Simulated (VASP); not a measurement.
# MgO (Amm2) in VASP: notebook, part 2 of 4

VASP 6.6.1.

### 4 Single point, PBE (strain +0.0600 x Voigt [0, 1, 0, 0, 0, 0])

File INCAR:

```
ALGO = Normal
EDIFF = 1E-7
ENCUT = 520
GGA = PE
ISIF = 2
ISMEAR = 0
LASPH = T
LCHARG = T
LELF = T
LREAL = F
LVHAR = T
LWAVE = F
NBANDS = 11
NELM = 80
PREC = Accurate
SIGMA = 0.05
```

File KPOINTS:

```
k-points
0
Gamma
  12 12 8
```

File POSCAR:

```
MgO
1.0
    2.9377244759      0.0000000000      0.0000000000
   -1.4688622380      2.6967926670      0.0000000000
    0.0000000000      0.0000000000      2.6797873418
Mg O
1 1
Direct
    0.0000000000      0.0000000000      0.0000000000
    0.3333333333      0.6666666667      0.5000000000
```

Potentials or basis: VASP PAW PBE potentials, release 64 (Mg, O).

Started as:

```sh
cat potpaw_PBE.64/Mg/POTCAR potpaw_PBE.64/O/POTCAR > POTCAR
mpirun -np 1 vasp_std > vasp.out
```

OUTCAR:

```text
EDIFF = 1E-7
   ENCUT = 520
   GGA = PE
   ISIF = 2
   ISMEAR = 0
   LASPH = T
   LREAL = F
   NELM = 80
   PREC = Accurate

 ion  position               nearest neighbor table
   1  0.000  0.000  0.000-   2 2.18   2 2.18   2 2.18   2 2.18   2 2.24   2 2.24
   2  0.333  0.667  0.500-   1 2.18   1 2.18   1 2.18   1 2.18   1 2.24   1 2.24

  LATTYP: Found a base centered orthorhombic cell.
 ALAT       =     2.9377244759
 B/A-ratio  =     1.8359738560
 C/A-ratio  =     0.9121983235

  Lattice vectors:

 A1 = (   1.4688622380,  -2.6967926670,   0.0000000000)
 A2 = (   1.4688622379,   2.6967926670,   0.0000000000)
 A3 = (   0.0000000000,   0.0000000000,   2.6797873418)

Analysis of symmetry for initial positions (statically):
=====================================================================
 Subroutine PRICEL returns:
 Original cell was already a primitive cell.

 Routine SETGRP: Setting up the symmetry group for a
 base centered orthorhombic supercell.

 Subroutine GETGRP returns: Found  4 space group operations
 (whereof  4 operations were pure point group operations)
 out of a pool of  8 trial point group operations.

The static configuration has the point symmetry C_2v.

Analysis of symmetry for dynamics (positions and initial velocities):
=====================================================================
 Subroutine PRICEL returns:
 Original cell was already a primitive cell.

 Routine SETGRP: Setting up the symmetry group for a
 base centered orthorhombic supercell.

 Subroutine GETGRP returns: Found  4 space group operations
 (whereof  4 operations were pure point group operations)
 out of a pool of  8 trial point group operations.

The dynamic configuration has the point symmetry C_2v.

 Subroutine INISYM returns: Found  4 space group operations
 (whereof  4 operations are pure point group operations),
 and found     1 'primitive' translations

----------------------------------------------------------------------------------------

[... 115 lines left out ...]
  Thomas-Fermi vector in A             =   2.318710
   LORBIT       =      0    0 simple, 1 ext, 2 COOP (PROOUT), +10 PAW based schemes
   GGA     = PE    functional components
   LHFCALC =     F    Hartree Fock is set to
   AEXX    =    0.0000 exact exchange contribution
   IVDW    =     0    specifies the selected vdW correction
   LEPSILON=     F    determine dielectric tensor
   LRPA    =     F    only Hartree local field effects (RPA)
 non-spin polarized calculation
 Gauss-broadening in eV      SIGMA  =   0.05
  energy-cutoff  :      520.00
  volume of cell :       21.23
 maximum number of plane-waves:       586
 NGX is ok and might be reduce to    24
   NGX = 11   NGY = 11   NGZ =  9

 number of electron       7.9999997 magnetization

 Free energy of the ion-electron system (eV)
  ---------------------------------------------------
  ext. energy  EPLUGINS =         0.00000000
  ---------------------------------------------------
  free energy    TOTEN  =       -11.16099729 eV

  energy without entropy =      -11.16099729  energy(sigma->0) =      -11.16099729

 E-fermi :   3.3707     XC(G=0): -10.4637

 val. band max:        3.0840748030   @ k =   0.4167   0.2500   0.0000
 cond. band min:       5.4625839443   @ k =   0.0000   0.0000   0.0000
 fundamental gap:      2.3785091413
 Fermi energy:         3.3706826591

 k-point     1 :       0.0000    0.0000    0.0000
  band No.  band energies     occupation
      1     -14.2770      2.00000
      2       2.0223      2.00000
      3       2.3444      2.00000
      4       2.7433      2.00000
      5       5.4626      0.00000
      6      14.6835      0.00000
      7      17.0387      0.00000
      8      18.2091      0.00000
      9      21.8725      0.00000
     10      23.4069      0.00000
     11      23.8656      0.00000
[... 309 lines left out ...]
 k-point    24 :       0.4167    0.1667    0.0000
  band No.  band energies     occupation
      1     -13.3172      2.00000
      2      -1.4369      2.00000
      3       0.5578      2.00000
      4       3.0744      2.00000
      5       9.9225      0.00000
      6      12.8461      0.00000
      7      15.2753      0.00000
      8      20.2039      0.00000
      9      22.1750      0.00000
     10      24.0031      0.00000
     11      24.8900      0.00000

 [... further k-points ...]
[... 5 lines left out ...]
  --------------------------------------------------------------------------------------
  -------------------------------------------------------------------------------------
  Total       -0.5930952     -2.3152181      0.1677650      0.0000000      0.0000000      0.0000000
  in kB      -44.7585523   -174.7203670     12.6605589      0.0000000      0.0000000      0.0000000
  external PRESSURE =     -68.9394535 kB  Pullay stress =       0.0000000 kB

 VOLUME and BASIS-vectors are now :
 -----------------------------------------------------------------------------
  energy-cutoff  :      520.00
  volume of cell :       21.23
      direct lattice vectors                 reciprocal lattice vectors
     2.937724476  0.000000000  0.000000000     0.340399519  0.185405429  0.000000000
    -1.468862238  2.696792667  0.000000000     0.000000000  0.370810857  0.000000000
     0.000000000  0.000000000  2.679787342     0.000000000  0.000000000  0.373163939

 POSITION                                       TOTAL-FORCE (eV/Angst)
 -----------------------------------------------------------------------------------
      0.00000      0.00000      0.00000         0.000000     -0.082843      0.000000
     -0.00000      1.79786      1.33989        -0.000000      0.082843      0.000000
 -----------------------------------------------------------------------------------
    total drift:                                0.000000      0.000299     -0.000000

  FREE ENERGIE OF THE ION-ELECTRON SYSTEM (eV)
  ---------------------------------------------------
  free  energy   TOTEN  =       -11.1609972857 eV

  energy  without entropy=      -11.1609972857  energy(sigma->0) =      -11.16099729
```

OSZICAR:

```text
N       E                     dE             d eps       ncg     rms          rms(c)
DAV:   1     0.150969553744E+02    0.15097E+02   -0.45225E+03  5306   0.640E+02
DAV:   2    -0.122384166213E+02   -0.27335E+02   -0.26688E+02  5456   0.133E+02
DAV:   3    -0.129309059280E+02   -0.69249E+00   -0.69190E+00  5682   0.190E+01
DAV:   4    -0.129327367902E+02   -0.18309E-02   -0.18308E-02  5176   0.112E+00
DAV:   5    -0.129327435752E+02   -0.67850E-05   -0.67850E-05  5611   0.666E-02    0.738E+00
DAV:   6    -0.112197843418E+02    0.17130E+01   -0.10510E+01  4835   0.169E+01    0.255E+00
DAV:   7    -0.111805124661E+02    0.39272E-01   -0.10620E-01  5156   0.259E+00    0.140E+00
DAV:   8    -0.111615420618E+02    0.18970E-01   -0.45438E-02  4892   0.222E+00    0.296E-01
DAV:   9    -0.111611586615E+02    0.38340E-03   -0.32208E-04  5590   0.136E-01    0.216E-01
DAV:  10    -0.111609976583E+02    0.16100E-03   -0.85951E-04  4904   0.236E-01    0.161E-02
DAV:  11    -0.111609960377E+02    0.16206E-05   -0.16753E-05  5463   0.265E-02    0.803E-03
DAV:  12    -0.111609973836E+02   -0.13459E-05   -0.24599E-06  5097   0.118E-02    0.315E-03
DAV:  13    -0.111609972857E+02    0.97850E-07   -0.13126E-07  5300   0.299E-03
   1 F= -.11160997E+02 E0= -.11160997E+02  d E =-.871028E-18
```

Run time: 18 s. Hardware: 1 thread of Intel Xeon 6975P-C, shared host; peak memory 0.17 GiB.

Results:

```yaml
Free_energy: -11.1610 eV
Pressure: -6.9 GPa
Largest_force: 0.083 eV/Å
Band_gap_on_the_k_mesh: 2.38 eV, indirect (least direct gap 2.72 eV)
```

Forces on the atoms (eV/Å):
```
Mg   0.000 -0.083  0.000
O    0.000  0.083  0.000
```

Stress tensor (GPa, compression positive):
```
 -4.48   0.00   0.00
  0.00 -17.47   0.00
  0.00   0.00   1.27
```

Caveat: the cell differs from its parent crystal (strain +0.0600 x Voigt [0, 1, 0, 0, 0, 0]). A k mesh can miss the band edges.

### 5 Single point, PBE (strain +0.0525 x Voigt [0, 1, 0, 0, 0, 0])

File INCAR:

```
SYSTEM = MgO
PREC = Accurate ; ENCUT = 520
EDIFF = 1E-7 ; ISMEAR = 0
SIGMA = 0.05 ; LREAL = .False.
LASPH = .True. ; NELM = 60
ALGO = Normal ; ISIF = 2
LWAVE = .False. ; LCHARG = .False.
GGA = PE ; NBANDS = 11
```

File KPOINTS:

```
regular mesh
0
Gamma
  12 12 8
  0 0 0
```

File POSCAR:

```
MgO
1.0
    2.9377244759      0.0000000000      0.0000000000
   -1.4688622380      2.6777115868      0.0000000000
    0.0000000000      0.0000000000      2.6797873418
Mg O
1 1
Direct
    0.0000000000      0.0000000000      0.0000000000
    0.3333333333      0.6666666667      0.5000000000
```

Potentials or basis: VASP PAW PBE potentials, release 64 (Mg, O).

Started as:

```sh
cat potpaw_PBE.64/Mg/POTCAR potpaw_PBE.64/O/POTCAR > POTCAR
mpirun -np 1 vasp_std > vasp.out
```

OUTCAR:

```text
SYSTEM = MgO
   PREC = Accurate
   ENCUT = 520
   EDIFF = 1E-7
   ISMEAR = 0
   LREAL = .False.
   LASPH = .True.
   NELM = 60
   ISIF = 2
   GGA = PE

 ion  position               nearest neighbor table
   1  0.000  0.000  0.000-   2 2.18   2 2.18   2 2.18   2 2.18   2 2.23   2 2.23
   2  0.333  0.667  0.500-   1 2.18   1 2.18   1 2.18   1 2.18   1 2.23   1 2.23

  LATTYP: Found a base centered orthorhombic cell.
 ALAT       =     2.9377244759
 B/A-ratio  =     1.8229834750
 C/A-ratio  =     0.9121983235

  Lattice vectors:

 A1 = (   1.4688622380,  -2.6777115868,   0.0000000000)
 A2 = (   1.4688622379,   2.6777115868,   0.0000000000)
 A3 = (   0.0000000000,   0.0000000000,   2.6797873418)

Analysis of symmetry for initial positions (statically):
=====================================================================
 Subroutine PRICEL returns:
 Original cell was already a primitive cell.

 Routine SETGRP: Setting up the symmetry group for a
 base centered orthorhombic supercell.

 Subroutine GETGRP returns: Found  4 space group operations
 (whereof  4 operations were pure point group operations)
 out of a pool of  8 trial point group operations.

The static configuration has the point symmetry C_2v.

Analysis of symmetry for dynamics (positions and initial velocities):
=====================================================================
 Subroutine PRICEL returns:
 Original cell was already a primitive cell.

 Routine SETGRP: Setting up the symmetry group for a
 base centered orthorhombic supercell.

 Subroutine GETGRP returns: Found  4 space group operations
 (whereof  4 operations were pure point group operations)
 out of a pool of  8 trial point group operations.

The dynamic configuration has the point symmetry C_2v.

 Subroutine INISYM returns: Found  4 space group operations
 (whereof  4 operations are pure point group operations),
 and found     1 'primitive' translations

[... 116 lines left out ...]
  Fermi-wavevector in a.u.,A,eV,Ry     =   1.185259  2.239814 19.113979  1.404838
  Thomas-Fermi vector in A             =   2.321456
   LORBIT       =      0    0 simple, 1 ext, 2 COOP (PROOUT), +10 PAW based schemes
   GGA     = PE    functional components
   LHFCALC =     F    Hartree Fock is set to
   AEXX    =    0.0000 exact exchange contribution
   IVDW    =     0    specifies the selected vdW correction
   LEPSILON=     F    determine dielectric tensor
   LRPA    =     F    only Hartree local field effects (RPA)
 non-spin polarized calculation
 Gauss-broadening in eV      SIGMA  =   0.05
  energy-cutoff  :      520.00
  volume of cell :       21.08
 maximum number of plane-waves:       584
 NGX is ok and might be reduce to    24
   NGX = 11   NGY = 11   NGZ =  9

 number of electron       7.9999997 magnetization

 Free energy of the ion-electron system (eV)
  ---------------------------------------------------
  ext. energy  EPLUGINS =         0.00000000
  ---------------------------------------------------
  free energy    TOTEN  =       -11.17633861 eV

  energy without entropy =      -11.17633861  energy(sigma->0) =      -11.17633861

 E-fermi :   3.3129     XC(G=0): -10.4962

 val. band max:        3.1087155750   @ k =   0.3333   0.3333   0.0000
 cond. band min:       5.5674485762   @ k =   0.0000   0.0000   0.0000
 fundamental gap:      2.4587330012
 Fermi energy:         3.3128838837

 k-point     1 :       0.0000    0.0000    0.0000
  band No.  band energies     occupation
      1     -14.2597      2.00000
      2       2.1020      2.00000
      3       2.3846      2.00000
      4       2.7618      2.00000
      5       5.5674      0.00000
      6      14.7444      0.00000
      7      17.2431      0.00000
      8      18.2889      0.00000
      9      22.0213      0.00000
     10      23.5016      0.00000
     11      24.0890      0.00000
[... 309 lines left out ...]
 k-point    24 :       0.4167    0.1667    0.0000
  band No.  band energies     occupation
      1     -13.2848      2.00000
      2      -1.4160      2.00000
      3       0.6143      2.00000
      4       3.0978      2.00000
      5      10.0402      0.00000
      6      12.9775      0.00000
      7      15.3572      0.00000
      8      20.3667      0.00000
      9      22.2024      0.00000
     10      24.1401      0.00000
     11      24.9861      0.00000

 [... further k-points ...]
[... 5 lines left out ...]
  --------------------------------------------------------------------------------------
  -------------------------------------------------------------------------------------
  Total       -0.5406602     -2.0546821      0.1299772      0.0000000      0.0000000      0.0000000
  in kB      -41.0922362   -156.1636812      9.8787619      0.0000000      0.0000000      0.0000000
  external PRESSURE =     -62.4590519 kB  Pullay stress =       0.0000000 kB

 VOLUME and BASIS-vectors are now :
 -----------------------------------------------------------------------------
  energy-cutoff  :      520.00
  volume of cell :       21.08
      direct lattice vectors                 reciprocal lattice vectors
     2.937724476  0.000000000  0.000000000     0.340399519  0.186726607  0.000000000
    -1.468862238  2.677711587  0.000000000     0.000000000  0.373453215  0.000000000
     0.000000000  0.000000000  2.679787342     0.000000000  0.000000000  0.373163939

 POSITION                                       TOTAL-FORCE (eV/Angst)
 -----------------------------------------------------------------------------------
      0.00000      0.00000      0.00000         0.000000     -0.064391      0.000000
     -0.00000      1.78514      1.33989        -0.000000      0.064391      0.000000
 -----------------------------------------------------------------------------------
    total drift:                                0.000000     -0.000471     -0.000000

  FREE ENERGIE OF THE ION-ELECTRON SYSTEM (eV)
  ---------------------------------------------------
  free  energy   TOTEN  =       -11.1763386109 eV

  energy  without entropy=      -11.1763386109  energy(sigma->0) =      -11.17633861
```

It took 19 s on 1 thread of Intel Xeon 6975P-C, shared host; peak memory 0.17 GiB.

What came out:

* Free energy: -11.1763 eV
* Pressure: -6.2 GPa
* Largest force: 0.064 eV/Å
* Band gap on the k mesh: 2.46 eV, indirect (least direct gap 2.81 eV)

Forces in eV/Å, atoms in the order of the input:
```
Mg   0.000 -0.064  0.000
O    0.000  0.064  0.000
```

Stress tensor (GPa, compression positive):
```
 -4.11   0.00   0.00
  0.00 -15.62   0.00
  0.00   0.00   0.99
```

Levels at points of the mesh, in eV from the valence-band top:
| k point | band 1 | band 2 | band 3 | band 4 | band 5 | band 6 | band 7 | band 8 | band 9 |
| --- | --- | --- | --- | --- | --- | --- | --- | --- | --- |
| (0.00, 0.00, 0.00) | -17.37 | -1.01 | -0.72 | -0.35 | 2.46 | 11.64 | 14.13 | 15.18 | 18.91 |
| (0.50, 0.00, 0.00) | -16.44 | -4.82 | -1.66 | -0.02 | 5.94 | 9.84 | 12.87 | 16.50 | 18.86 |
| (0.00, 0.50, 0.00) | -16.54 | -4.98 | -1.27 | -0.07 | 6.45 | 9.46 | 12.77 | 17.33 | 18.49 |
| (0.00, 0.00, 0.50) | -16.33 | -5.21 | -0.44 | -0.22 | 7.49 | 8.56 | 16.32 | 17.28 | 17.58 |
| (0.50, 0.00, 0.50) | -15.68 | -3.66 | -3.29 | -1.10 | 5.78 | 10.48 | 13.16 | 14.07 | 14.11 |
| (0.00, 0.50, 0.50) | -15.77 | -3.79 | -3.36 | -0.77 | 5.37 | 11.21 | 13.41 | 13.54 | 15.33 |

Caveat: the cell differs from its parent crystal (strain +0.0525 x Voigt [0, 1, 0, 0, 0, 0]).

(Continued in part 3 of 4.)
